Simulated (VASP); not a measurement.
Set up this calculation in VASP 6.6.1, as the native input.

* Task: single point
* Functional: PBE
* Potentials or basis: VASP PAW PBE potentials, release 64 (Li_sv, K_sv, F)
* Cutoff: 520 eV
* k mesh: 8 × 8 × 8
* Occupations: gaussian, width 0.01 eV
* Spin: no spin polarisation
* Dipole correction: no
* Further INCAR settings: ALGO = Normal; EDIFF = 1e-06; NBANDS = 21

The structure of KLiF2 lies in POSCAR:

```
KLiF2
1.0
    1.6312104296      0.9417797806      5.5845515549
   -1.6312104296      0.9417797806      5.5845515549
    0.0000000000     -1.8835595613      5.5845515549
Li K F
1 1 2
Direct
    1.0000000000      0.0000000000      0.0000000000
    0.5000000000      0.5000000000      0.5000000000
    0.2680733507      0.2680733507      0.2680733507
    0.7319266493      0.7319266493      0.7319266493
```

One way to write it, as run:

INCAR

```
SYSTEM = KLiF2
PREC = Accurate
ENCUT = 520
EDIFF = 1E-6
ISMEAR = 0
SIGMA = 0.01
LREAL = .False.
LASPH = .True.
NELM = 60
ALGO = Normal
ISIF = 2
LWAVE = .False.
LCHARG = .False.
GGA = PE
NBANDS = 21
```

KPOINTS

```
Automatic mesh
0
Gamma
  8 8 8
  0 0 0
```

Potentials or basis: VASP PAW PBE potentials, release 64 (Li_sv, K_sv, F).

Run with:

```bash
$ cat potpaw_PBE.64/Li_sv/POTCAR potpaw_PBE.64/K_sv/POTCAR potpaw_PBE.64/F/POTCAR > POTCAR
$ mpirun -np 1 vasp_std > vasp.out
```

Results of the run:

The largest force is 0.163 eV/Å and the band gap on the k mesh is 6.78 eV.

Run time: 4.2 min on 1 thread of Intel Xeon 8259CL (shared host), peak memory 0.34 GiB.
